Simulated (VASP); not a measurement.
# MgO in VASP: a series of runs

MgO is run at these levels: LDA; tasks: single point.

All numbers are computed with VASP 6.6.1; they aren't measurements. Logs are shortened: lines on timing, memory, paths and dates and some standing lists are left out, and cuts for length are marked.

## (1) The cell of the first run

The cell holds layers a few Å apart, 4 atoms: a = 2.938 Å, b = 2.938 Å, c = 5.859 Å, α = 90.00°, β = 90.00°, γ = 120.00°.

## (2) Single point, LDA

INCAR

```
SYSTEM = MgO
ALGO = Normal
EDIFF = 1E-6
ENCUT = 520
GGA = CA
GGA_COMPAT = .False.
ISIF = 2
ISMEAR = -1
LASPH = .True.
LCHARG = .False.
LREAL = .False.
LWAVE = .False.
NBANDS = 16
NELM = 120
NELMDL = -8
PREC = Accurate
SIGMA = 0.1
```

KPOINTS

```
k-points
0
Gamma
  6 6 4
  0 0 0
```

POSCAR

```
MgO
1.0
    2.9380210000      0.0000000000      0.0000000000
   -1.4690100000      2.5444010000      0.0000000000
    0.0000000000      0.0000000000      5.8593600000
Mg O
2 2
Direct
    0.0000000000      0.0000000000      0.0000000000
    0.0000000000      0.0000000000      0.4573332241
    0.3333333333      0.6666666667      0.2286666121
    0.3333333333      0.6666666667      0.6859998362
```

Potentials or basis: VASP PAW LDA potentials, release 64 (Mg, O).

Command:

```bash
> cat potpaw_LDA.64/Mg/POTCAR potpaw_LDA.64/O/POTCAR > POTCAR
> mpirun -np 1 vasp_std > vasp.out
```

OUTCAR:

```text
SYSTEM = MgO
   EDIFF = 1E-6
   ENCUT = 520
   GGA = CA
   ISIF = 2
   ISMEAR = -1
   LASPH = .True.
   LREAL = .False.
   NELM = 120
   NELMDL = -8
   PREC = Accurate

 ion  position               nearest neighbor table
   1  0.000  0.000  0.000-   3 2.16   3 2.16   3 2.16   4 2.50   4 2.50   4 2.50   2 2.68   2 3.18

   2  0.000  0.000  0.457-   3 2.16   4 2.16   3 2.16   4 2.16   3 2.16   4 2.16   1 2.68   1 3.18

   3  0.333  0.667  0.229-   2 2.16   1 2.16   2 2.16   1 2.16   2 2.16   1 2.16
   4  0.333  0.667  0.686-   2 2.16   2 2.16   2 2.16   1 2.50   1 2.50   1 2.50

  LATTYP: Found a hexagonal cell.
 ALAT       =     2.9380210000
 C/A-ratio  =     1.9943220283

  Lattice vectors:

 A1 = (   2.9380210000,   0.0000000000,   0.0000000000)
 A2 = (  -1.4690100000,   2.5444010000,   0.0000000000)
 A3 = (   0.0000000000,   0.0000000000,   5.8593600000)

Analysis of symmetry for initial positions (statically):
=====================================================================
 Subroutine PRICEL returns:
 Original cell was already a primitive cell.

 Routine SETGRP: Setting up the symmetry group for a
 hexagonal supercell.

 Subroutine GETGRP returns: Found  6 space group operations
 (whereof  6 operations were pure point group operations)
 out of a pool of 24 trial point group operations.

The static configuration has the point symmetry C_3v.

Analysis of symmetry for dynamics (positions and initial velocities):
=====================================================================
 Subroutine PRICEL returns:
 Original cell was already a primitive cell.

 Routine SETGRP: Setting up the symmetry group for a
 hexagonal supercell.

 Subroutine GETGRP returns: Found  6 space group operations
 (whereof  6 operations were pure point group operations)
 out of a pool of 24 trial point group operations.

The dynamic configuration has the point symmetry C_3v.

 Subroutine INISYM returns: Found  6 space group operations
 (whereof  6 operations are pure point group operations),
 and found     1 'primitive' translations

----------------------------------------------------------------------------------------

                                     Primitive cell

  volume of cell :      43.8017

  direct lattice vectors                    reciprocal lattice vectors
     2.938021000  0.000000000  0.000000000     0.340365164  0.196509839  0.000000000
    -1.469010000  2.544401000  0.000000000     0.000000000  0.393019811  0.000000000
     0.000000000  0.000000000  5.859360000     0.000000000  0.000000000  0.170667104

  length of vectors
     2.938021000  2.938020903  5.859360000     0.393019798  0.393019811  0.170667104

  position of ions in fractional coordinates (direct lattice)
     0.000000000  0.000000000  0.000000000
     0.000000000  0.000000000  0.457333224
     0.333333333  0.666666667  0.228666612
     0.333333333  0.666666667  0.685999836

  ion indices of the primitive-cell ions
   primitive index   ion index
                 1           1
                 2           2
                 3           3
                 4           4

----------------------------------------------------------------------------------------

 KPOINTS: k-points

Automatic generation of k-mesh.
 Grid dimensions read from file:
 generate k-points for:    6    6    4

 Generating k-lattice:

  Cartesian coordinates                     Fractional coordinates (reciprocal lattice)
     0.056727527  0.032751640  0.000000000     0.166666667  0.000000000  0.000000000
     0.000000000  0.065503302  0.000000000     0.000000000  0.166666667  0.000000000
     0.000000000  0.000000000  0.042666776     0.000000000  0.000000000  0.250000000

  Length of vectors
     0.065503300  0.065503302  0.042666776

  Shift w.r.t. Gamma in fractional coordinates (k-lattice)
     0.000000000  0.000000000  0.000000000

 Subroutine IBZKPT returns following result:
 ===========================================

 Found     24 irreducible k-points:

 Following reciprocal coordinates:
            Coordinates               Weight
  0.000000  0.000000  0.000000      1.000000
  0.166667 -0.000000  0.000000      6.000000
  0.333333  0.000000  0.000000      6.000000
  0.500000  0.000000  0.000000      3.000000
  0.166667  0.166667  0.000000      6.000000
  0.333333  0.166667  0.000000     12.000000
[... 16 lines left out ...]
  0.333333  0.166667  0.500000     12.000000
  0.333333  0.333333  0.500000      2.000000
   k-points           NKPTS =     24   k-points in BZ     NKDIM =     24   number of bands    NBANDS=     16
   number of dos      NEDOS =    301   number of ions     NIONS =      4
   total plane-waves  NPLWV =  27648
   dimension x,y,z NGX =    24 NGY =   24 NGZ =   48
   dimension x,y,z NGXF=    48 NGYF=   48 NGZF=   96
   ions per type =               2   2
   NGX,Y,Z   is equivalent  to a cutoff of  13.58, 13.58, 13.62 a.u.
   NGXF,Y,Z  is equivalent  to a cutoff of  27.16, 27.16, 27.24 a.u.
 SYSTEM =  MgO
   PREC   = accura    normal or accurate (medium, high low for compatibility)
   ISTART =      0    job   : 0-new  1-cont  2-samecut
   ICHARG =      2    charge: 1-file 2-atom 10-const
   ISPIN  =      1    spin polarized calculation?
   LNONCOLLINEAR =      F non collinear calculations
   LSORBIT =      F    spin-orbit coupling
   LASPH  =      T    aspherical Exc in radial PAW
   ENCUT  =  520.0 eV  38.22 Ry    6.18 a.u.   5.46  5.46 10.89*2*pi/ulx,y,z
   NELM   =    120;   NELMIN=  2; NELMDL= -8     # of ELM steps
   EDIFF  = 0.1E-05   stopping-criterion for ELM
   LREAL  =      F    real-space projection
   EDIFFG = 0.1E-04   stopping-criterion for IOM
   NSW    =      0    number of steps for IOM
   IBRION =     -1    ionic relax: 0-MD 1-quasi-New 2-CG
   NFREE  =      0    steps in history (QN), initial steepest desc. (CG)
   ISIF   =      2    stress and relaxation
   ISYM   =      2    0-nonsym 1-usesym 2-fastsym
   POTIM  = 0.5000    time-step for ionic-motion
   TEBEG  =    0.0;   TEEND  =   0.0 temperature during run
   PSTRESS=    0.0 pullay stress
   NELECT =      16.0000    total number of electrons
   NUPDOWN=      -1.0000    fix difference up-down
   EMIN   =  10.00;   EMAX   =-10.00  energy-range for DOS
   EFERMI =   0.00;   METHOD = LEGACY
   ISMEAR =    -1;   SIGMA  =   0.10  broadening in eV -4-tet -1-fermi 0-gaus
   EFERMI_NEDOS =   21; number of points for ismear=-14 and -15
   IALGO  =     38    algorithm
   IMIX   =      4    mixing-type and parameters
     AMIX     =   0.40;   BMIX     =  1.00
     AMIX_MAG =   1.60;   BMIX_MAG =  1.00
  volume/ion in A,a.u.               =      10.95        73.90
  Fermi-wavevector in a.u.,A,eV,Ry     =   1.170266  2.211482 18.633487  1.369523
  Thomas-Fermi vector in A             =   2.306727
   LORBIT       =      0    0 simple, 1 ext, 2 COOP (PROOUT), +10 PAW based schemes
   GGA     = CA    functional components
   LHFCALC =     F    Hartree Fock is set to
   AEXX    =    0.0000 exact exchange contribution
   IVDW    =     0    specifies the selected vdW correction
   LEPSILON=     F    determine dielectric tensor
   LRPA    =     F    only Hartree local field effects (RPA)
 non-spin polarized calculation
  energy-cutoff  :      520.00
  volume of cell :       43.80
 maximum number of plane-waves:      1221
 NGX is ok and might be reduce to    24
   NGX = 11   NGY = 11   NGZ = 21

 number of electron      15.9999993 magnetization

 Free energy of the ion-electron system (eV)
  ---------------------------------------------------
  ext. energy  EPLUGINS =         0.00000000
  ---------------------------------------------------
  free energy    TOTEN  =       -24.19490426 eV

  energy without entropy =      -24.19295479  energy(sigma->0) =      -24.19392953

 E-fermi :   3.9290     XC(G=0): -10.8315

 val. band max:        3.5064085097   @ k =   0.0000   0.0000   0.0000
 cond. band min:       4.0938966570   @ k =   0.0000   0.0000   0.0000
 fundamental gap:      0.5874881472
 Fermi energy:         3.9289573174

 k-point     1 :       0.0000    0.0000    0.0000
  band No.  band energies     occupation
      1     -15.1573      2.00000
      2     -12.8117      2.00000
      3      -3.1050      2.00000
      4       1.1663      2.00000
      5       1.1663      2.00000
      6       1.4677      2.00000
[... 8 lines left out ...]
     15      19.2067      0.00000
     16      19.2095      0.00000

 k-point     2 :       0.1667   -0.0000    0.0000
  band No.  band energies     occupation
      1     -14.9408      2.00000
      2     -12.6198      2.00000
      3      -2.7285      2.00000
      4      -0.1441      2.00000
      5       0.9717      2.00000
      6       1.5885      2.00000
[... 8 lines left out ...]
     15      17.6637      0.00000
     16      18.6598      0.00000

 k-point     3 :       0.3333    0.0000    0.0000
  band No.  band energies     occupation
      1     -14.4658      2.00000
      2     -12.1975      2.00000
      3      -2.0174      2.00000
      4      -1.8238      2.00000
      5       0.6109      2.00000
      6       0.6171      2.00000
[... 8 lines left out ...]
     15      16.5825      0.00000
     16      16.7706      0.00000

 k-point     4 :       0.5000    0.0000    0.0000
  band No.  band energies     occupation
      1     -14.2015      2.00000
      2     -11.9619      2.00000
      3      -2.7822      2.00000
      4      -1.3243      2.00000
      5      -0.0913      2.00000
      6       0.4425      2.00000
[... 8 lines left out ...]
     15      16.1472      0.00000
     16      16.3887      0.00000
[... 324 lines left out ...]
 k-point    22 :       0.1667    0.1667    0.5000
  band No.  band energies     occupation
      1     -14.5665      2.00000
      2     -12.3674      2.00000
      3      -1.4009      2.00000
      4      -1.3070      2.00000
      5       0.4121      2.00000
      6       0.4655      2.00000
[... 8 lines left out ...]
     15      15.7743      0.00000
     16      17.6918      0.00000

 k-point    23 :       0.3333    0.1667    0.5000
  band No.  band energies     occupation
      1     -14.1911      2.00000
      2     -12.0063      2.00000
      3      -2.2727      2.00000
      4      -0.7659      2.00000
      5      -0.2560      2.00000
      6       0.1239      2.00000
[... 8 lines left out ...]
     15      16.3736      0.00000
     16      16.9313      0.00000

 k-point    24 :       0.3333    0.3333    0.5000
  band No.  band energies     occupation
      1     -14.0623      2.00000
      2     -11.8827      2.00000
      3      -1.6272      2.00000
      4      -1.6046      2.00000
      5      -0.5608      2.00000
      6       0.7541      2.00000
[... 8 lines left out ...]
     15      16.0082      0.00000
     16      16.0351      0.00000

------------------------ aborting loop because EDIFF is reached ----------------------------------------

  FORCE on cell =-STRESS in cart. coord.  units (eV):
  Direction    XX          YY          ZZ          XY          YZ          ZX
  --------------------------------------------------------------------------------------
  -------------------------------------------------------------------------------------
  Total       -1.0286588     -1.0286589    -11.4315964     -0.0000002      0.0000000     -0.0000000
  in kB      -37.6262803    -37.6262856   -418.1449261     -0.0000074      0.0000000     -0.0000000
  external PRESSURE =    -164.4658307 kB  Pullay stress =       0.0000000 kB

 VOLUME and BASIS-vectors are now :
 -----------------------------------------------------------------------------
  energy-cutoff  :      520.00
  volume of cell :       43.80
      direct lattice vectors                 reciprocal lattice vectors
     2.938021000  0.000000000  0.000000000     0.340365164  0.196509839  0.000000000
    -1.469010000  2.544401000  0.000000000     0.000000000  0.393019811  0.000000000
     0.000000000  0.000000000  5.859360000     0.000000000  0.000000000  0.170667104

 POSITION                                       TOTAL-FORCE (eV/Angst)
 -----------------------------------------------------------------------------------
      0.00000      0.00000      0.00000         0.000000      0.000000     -1.807653
      0.00000      0.00000      2.67968         0.000000      0.000000      2.367790
      0.00000      1.69627      1.33984        -0.000000      0.000000     -1.485837
      0.00000      1.69627      4.01952         0.000000     -0.000000      0.925700
 -----------------------------------------------------------------------------------
    total drift:                                0.000015     -0.000005     -0.000157

  FREE ENERGIE OF THE ION-ELECTRON SYSTEM (eV)
  ---------------------------------------------------
  free  energy   TOTEN  =       -24.1949042557 eV

  energy  without entropy=      -24.1929547946  energy(sigma->0) =      -24.19392953
```

Wall time 9.2 s (1 thread of Intel Xeon 6975P-C (Granite Rapids), shared host); peak memory 0.15 GiB.

What came out:

```
Free energy            : -24.1949 eV
Largest force          : 2.368 eV/Å
Band gap on the k mesh : 0.59 eV
```

Forces on the atoms (eV/Å):
```
Mg   0.000  0.000 -1.808
Mg   0.000  0.000  2.368
O    0.000  0.000 -1.486
O    0.000  0.000  0.926
```

Levels at points of the mesh, in eV from the valence-band top:
```tsv
k point	band 5	band 6	band 7	band 8	band 9	band 10	band 11	band 12
(0.00, 0.00, 0.00)	-2.34	-2.04	0.00	0.00	0.59	5.95	6.90	10.53
(0.50, 0.00, 0.00)	-3.60	-3.06	-1.37	-0.69	3.34	4.80	7.83	9.13
(0.00, 0.00, 0.50)	-2.33	-2.33	-0.01	-0.01	2.67	3.81	8.68	10.29
(0.50, 0.00, 0.50)	-3.83	-3.06	-2.36	-0.70	4.08	5.72	6.85	8.46
```

(Continued in part 2 of 2.)
